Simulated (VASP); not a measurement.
# InAs (F-43m) in VASP: further runs

InAs is run at these levels: PBEsol; tasks: vibrations by perturbation theory, elastic constants.

Program: VASP 6.6.1. These are calculated values, not measurements. Logs are shortened: lines on timing, memory, paths and dates and some standing lists are left out, and cuts for length are marked.

### 1 The cell of the first run

The structure is cubic, space group F-43m (No. 216). Conventional cell: a = 5.788 Å, b = 5.788 Å, c = 5.788 Å, α = 90.00°, β = 90.00°, γ = 90.00°. In (site symmetry -43m) has 4 As at 2.51 Å within 3.3 Å. Within 3.3 Å of As (site symmetry -43m) lie 4 In at 2.51 Å.

### 2 Vibrations by perturbation theory, PBEsol

Input file INCAR:

```
  ALGO = Normal
  EDIFF = 1E-8
  ENCUT = 520
  GGA = PS
  IBRION = 8
  ISIF = 2
  ISMEAR = -1
  LASPH = True
  LCHARG = False
  LREAL = False
  LWAVE = False
  NBANDS = 16
  NELM = 80
  NSW = 1
  PREC = Accurate
  SIGMA = 0.15
```

Input file KPOINTS:

```
k-points
0
Gamma
  12 12 12
```

Input file POSCAR:

```
InAs
1.0
    0.0000000000      2.8942415900      2.8942415900
    2.8942415900      0.0000000000      2.8942415900
    2.8942415900      2.8942415900      0.0000000000
In As
1 1
Direct
    0.0000000000      0.0000000000      0.0000000000
    0.7500000000      0.7500000000      0.7500000000
```

Potentials or basis: VASP PAW PBE potentials, release 64 (In_d, As).

Command:

```
$ cat potpaw_PBE.64/In_d/POTCAR potpaw_PBE.64/As/POTCAR > POTCAR
$ mpirun -np 1 vasp_std > vasp.out
```

OUTCAR:

```text
EDIFF = 1E-8
   ENCUT = 520
   GGA = PS
   IBRION = 8
   ISIF = 2
   ISMEAR = -1
   LASPH = True
   LREAL = False
   NELM = 80
   NSW = 1
   PREC = Accurate

 ion  position               nearest neighbor table
   1  0.000  0.000  0.000-   2 2.51   2 2.51   2 2.51   2 2.51
   2  0.750  0.750  0.750-   1 2.51   1 2.51   1 2.51   1 2.51

  LATTYP: Found a face centered cubic cell.
 ALAT       =     5.7884831800

  Lattice vectors:

 A1 = (   0.0000000000,   2.8942415900,   2.8942415900)
 A2 = (   2.8942415900,   0.0000000000,   2.8942415900)
 A3 = (   2.8942415900,   2.8942415900,   0.0000000000)

Analysis of symmetry for initial positions (statically):
=====================================================================
 Subroutine PRICEL returns:
 Original cell was already a primitive cell.

 Routine SETGRP: Setting up the symmetry group for a
 face centered cubic supercell.

 Subroutine GETGRP returns: Found 24 space group operations
 (whereof 24 operations were pure point group operations)
 out of a pool of 48 trial point group operations.

The static configuration has the point symmetry T_d .

Analysis of symmetry for dynamics (positions and initial velocities):
=====================================================================
 Subroutine PRICEL returns:
 Original cell was already a primitive cell.

 Routine SETGRP: Setting up the symmetry group for a
 face centered cubic supercell.

 Subroutine GETGRP returns: Found 24 space group operations
 (whereof 24 operations were pure point group operations)
 out of a pool of 48 trial point group operations.

The dynamic configuration has the point symmetry T_d .

 Subroutine INISYM returns: Found 24 space group operations
 (whereof 24 operations are pure point group operations),
 and found     1 'primitive' translations

----------------------------------------------------------------------------------------

                                     Primitive cell

  volume of cell :      48.4880

[... 613 lines left out ...]
 -----------------------------------------------------------------------------
  energy-cutoff  :      520.00
  volume of cell :       48.49
      direct lattice vectors                 reciprocal lattice vectors
     0.000000000  2.894241590  2.894241590    -0.172756829  0.172756829  0.172756829
     2.894241590  0.000000000  2.894241590     0.172756829 -0.172756829  0.172756829
     2.894241590  2.894241590  0.000000000     0.172756829  0.172756829 -0.172756829

 POSITION                                       TOTAL-FORCE (eV/Angst)
 -----------------------------------------------------------------------------------
      0.00000      0.00000      0.00000        -0.000000     -0.000000     -0.000000
      4.34136      4.34136      4.34136         0.000000      0.000000      0.000000
 -----------------------------------------------------------------------------------
    total drift:                                0.000000      0.000000      0.000000

  FREE ENERGIE OF THE ION-ELECTRON SYSTEM (eV)
  ---------------------------------------------------
  free  energy   TOTEN  =        -8.2271318567 eV

  energy  without entropy=       -8.2256533336  energy(sigma->0) =       -8.22639260

[... ionic steps 2 to 3 ...]

--------------------------------------- Ionic step        4  -------------------------------------------

------------------------ aborting loop because EDIFF is reached ----------------------------------------

[... ionic steps 5 to 6 ...]

--------------------------------------- Ionic step        7  -------------------------------------------

 Free energy of the ion-electron system (eV)
  ---------------------------------------------------
  ---------------------------------------------------
  free energy    TOTEN  =        -0.04551821 eV

  energy without entropy =       -0.04551821

------------------------ aborting loop because EDIFF is reached ----------------------------------------

 INTERNAL STRAIN TENSOR  FOR ION    2  DIRECTION 1   (eV/Angst):
 -----------------------------------------------------------------------------
    -0.00461  0.00000  0.00000
     0.00000  0.00273 14.05809
     0.00000 14.05809  0.00273

 INTERNAL STRAIN TENSOR FOR ION    2 for displacements in x,y,z  (eV/Angst):
          X           Y           Z          XY          YZ          ZX
  --------------------------------------------------------------------------------
  x     0.00000     0.00000     0.00000     0.00000    14.05809     0.00000
  y     0.00000     0.00000     0.00000     0.00000     0.00000    14.05809
  z     0.00000     0.00000     0.00000    14.05809     0.00000     0.00000

 SECOND DERIVATIVES (NOT SYMMETRIZED)
 ------------------------------------
               1X          1Y          1Z          2X          2Y          2Z
  1X   -10.838473    0.000000    0.000000   10.838473    0.000000    0.000000
  1Y     0.000000  -10.838473    0.000000    0.000000   10.838473    0.000000
  1Z     0.000000    0.000000  -10.838473    0.000000    0.000000   10.838473
  2X    10.818342    0.000000    0.000000  -10.818342    0.000000    0.000000
  2Y     0.000000   10.818342    0.000000    0.000000  -10.818342    0.000000
  2Z     0.000000    0.000000   10.818342    0.000000    0.000000  -10.818342

 Eigenvectors and eigenvalues of the dynamical matrix
 ----------------------------------------------------

   1 f  =    7.639394 THz    47.999727 2PiTHz  254.822749 cm-1    31.593980 meV
             X         Y         Z           dx          dy          dz
      0.000000  0.000000  0.000000     0.000000    0.628734    0.000000
      4.341362  4.341362  4.341362     0.000000   -0.777620    0.000000
[... 21 lines left out ...]
   6 f/i=    0.003472 THz     0.021814 2PiTHz    0.115808 cm-1     0.014358 meV
             X         Y         Z           dx          dy          dz
      0.000000  0.000000  0.000000     0.000000    0.000000    0.777620
      4.341362  4.341362  4.341362     0.000000    0.000000    0.628734

--------------------------------------------------------------------------------------------------------

 ELASTIC MODULI CONTR FROM IONIC RELAXATION (kBar)
 Direction    XX          YY          ZZ          XY          YZ          ZX
 --------------------------------------------------------------------------------
 XX          -0.0000     -0.0000     -0.0000     -0.0000     -0.0000     -0.0000
 YY          -0.0000     -0.0000     -0.0000     -0.0000     -0.0000      0.0000
 ZZ          -0.0000     -0.0000     -0.0000      0.0000     -0.0000     -0.0000
 XY          -0.0000     -0.0000      0.0000   -596.6488      0.0000     -0.0000
 YZ          -0.0000     -0.0000     -0.0000      0.0000   -596.6488     -0.0000
 ZX          -0.0000      0.0000     -0.0000     -0.0000     -0.0000   -596.6488
 --------------------------------------------------------------------------------
```

stdout:

```text
POSCAR found type information on POSCAR InAs
 POSCAR found :  2 types and       2 ions
 scaLAPACK will be used
 -----------------------------------------------------------------------------
|                                                                             |
|                                                                             |
|     You enforced a specific xc type in the INCAR file but a different       |
|     I HOPE YOU KNOW WHAT YOU ARE DOING!                                     |
|                                                                             |
 -----------------------------------------------------------------------------

 LDA part: xc-table for (Slater+PW92), standard interpolation
 POSCAR, INCAR and KPOINTS ok, starting setup
 FFT: planning ... GRIDC
 FFT: planning ... GRID_SOFT
 FFT: planning ... GRID
 WAVECAR not read
 entering main loop
 Linear response reoptimize wavefunctions to high precision
 Linear response DOF=           2
 Linear response progress:
 first order change of Fermi-energy  -0.22953E-04
 force on displaced ion       1 direction 1 : -10.838   0.000   0.000
 Linear response progress:
 first order change of Fermi-energy   0.23167E-03
 force on displaced ion       2 direction 1 : -10.818   0.000   0.000
 Linear response finished
```

Wall time 5.3 min (1 thread of Intel Xeon 6975P-C (Granite Rapids), shared host); peak memory 0.55 GiB.

Results:

| Quantity | Value |
| --- | --- |
| Highest phonon frequency at Γ, LO-TO splitting left out | 255 cm⁻¹ |

Phonon frequencies in cm⁻¹ (negative: imaginary):
```csv
q point,frequencies
"(0.000, 0.000, 0.000)",0 0 0 255 255 255
```

Caveat: the cell stands under pressure or tension, which shifts response properties; the PAW data sets were made with another functional, which shifts forces and pressure a little; spin-orbit coupling is left out, which moves the levels of the heavy elements.

### 3 Elastic constants, PBEsol

This run uses another cell than the first one, of 24.47 Å³/atom.

Input file INCAR:

```
SYSTEM = InAs
PREC     = Accurate       ! precision mode
ENCUT    = 600            ! plane-wave cutoff, eV
EDIFF    = 1E-8           ! SCF threshold, eV
ISMEAR   = -1             ! smearing method
SIGMA    = 0.15           ! smearing width, eV
LREAL    = .FALSE.        ! projectors in reciprocal space
LASPH    = .TRUE.         ! aspherical terms in the spheres
NELM     = 60             ! most SCF steps
ALGO     = Normal         ! electronic algorithm
ISIF     = 3              ! what is computed and relaxed
LWAVE    = .FALSE.        ! write WAVECAR
LCHARG   = .FALSE.        ! write CHGCAR
GGA      = PS             ! functional
NBANDS   = 16             ! bands
IBRION   = 6              ! ionic algorithm
NFREE    = 2            
POTIM    = 0.015          ! step
NSW      = 1              ! ionic steps
```

Input file KPOINTS:

```
regular mesh
0
G
  12 12 12
  0 0 0
```

Input file POSCAR:

```
InAs
1.0
    0.0000000000      2.9033505433      2.9033505433
    2.9033505433      0.0000000000      2.9033505433
    2.9033505433      2.9033505433      0.0000000000
In As
1 1
Direct
    0.0000000000      0.0000000000      0.0000000000
    0.7500000000      0.7500000000      0.7500000000
```

Potentials or basis: VASP PAW PBE potentials, release 64 (In_d, As).

Command:

```
$ cat potpaw_PBE.64/In_d/POTCAR potpaw_PBE.64/As/POTCAR > POTCAR
$ mpirun -np 1 vasp_std > vasp.out
```

OUTCAR:

```text
SYSTEM = InAs
   PREC = Accurate
   ENCUT = 600
   EDIFF = 1E-8
   ISMEAR = -1
   LREAL = .FALSE.
   LASPH = .TRUE.
   NELM = 60
   ISIF = 3
   GGA = PS
   IBRION = 6
   NFREE = 2
   POTIM = 0.015
   NSW = 1

 ion  position               nearest neighbor table
   1  0.000  0.000  0.000-   2 2.51   2 2.51   2 2.51   2 2.51
   2  0.750  0.750  0.750-   1 2.51   1 2.51   1 2.51   1 2.51

[... 904 lines left out ...]
             X         Y         Z           dx          dy          dz
      0.000000  0.000000  0.000000    -0.628473   -0.000000    0.000000
      4.355026  4.355026  4.355026     0.777831    0.000000    0.000000
[... 21 lines left out ...]
   6 f/i=    0.000894 THz     0.005616 2PiTHz    0.029815 cm-1     0.003697 meV
             X         Y         Z           dx          dy          dz
      0.000000  0.000000  0.000000     0.376413    0.020344    0.680383
      4.355026  4.355026  4.355026     0.304135    0.016437    0.549737

--------------------------------------------------------------------------------------------------------

 ELASTIC MODULI CONTR FROM IONIC RELAXATION (kBar)
 Direction    XX          YY          ZZ          XY          YZ          ZX
 --------------------------------------------------------------------------------
 XX          -0.0000     -0.0000     -0.0000     -0.0000     -0.0000     -0.0000
 YY          -0.0000     -0.0000     -0.0000     -0.0000     -0.0000     -0.0000
 ZZ          -0.0000     -0.0000     -0.0000     -0.0000     -0.0000     -0.0000
 XY          -0.0000     -0.0000     -0.0000   -595.0937      0.0000      0.0000
 YZ          -0.0000     -0.0000     -0.0000      0.0000   -595.0937      0.0000
 ZX          -0.0000     -0.0000     -0.0000      0.0000      0.0000   -595.0937
 --------------------------------------------------------------------------------

 TOTAL ELASTIC MODULI (kBar)
 Direction    XX          YY          ZZ          XY          YZ          ZX
 --------------------------------------------------------------------------------
 XX        1113.0607    838.8539    838.8539     -0.0000     -0.0000     -0.0000
 YY         838.8539   1113.0607    838.8539     -0.0000     -0.0000     -0.0000
 ZZ         838.8539    838.8539   1113.0607     -0.0000     -0.0000     -0.0000
 XY          -0.0000     -0.0000     -0.0000    339.8789      0.0000      0.0000
 YZ          -0.0000     -0.0000     -0.0000      0.0000    339.8789      0.0000
 ZX          -0.0000     -0.0000     -0.0000      0.0000      0.0000    339.8789
 --------------------------------------------------------------------------------
```

Wall time 25 min (1 thread of Intel Xeon 6975P-C (Granite Rapids), shared host); peak memory 0.81 GiB.

Results:

| Quantity | Value |
| --- | --- |
| Elastic constants C11, C12, C44 | 111, 84, 34 GPa |
| Voigt bulk modulus | 93 GPa |
| Highest phonon frequency at Γ, LO-TO splitting left out | 252 cm⁻¹ |

Phonon frequencies in cm⁻¹ (negative: imaginary):
| q point | frequencies |
| --- | --- |
| (0.000, 0.000, 0.000) | 0 0 0 252 252 252 |

Elastic tensor in Voigt notation (GPa, in the Cartesian axes of the cell as first typed):
```
111  84  84   0   0   0
 84 111  84   0   0   0
 84  84 111   0   0   0
  0   0   0  34   0   0
  0   0   0   0  34   0
  0   0   0   0   0  34
```

Clamped-ion elastic tensor (GPa):
```
111  84  84   0   0   0
 84 111  84   0   0   0
 84  84 111   0   0   0
  0   0   0  93   0   0
  0   0   0   0  93   0
  0   0   0   0   0  93
```

Caveat: the cell is under stress, which shifts elastic constants; the PAW data sets were made with another functional, which shifts forces and pressure a little; spin-orbit coupling is left out, which moves the levels of the heavy elements.
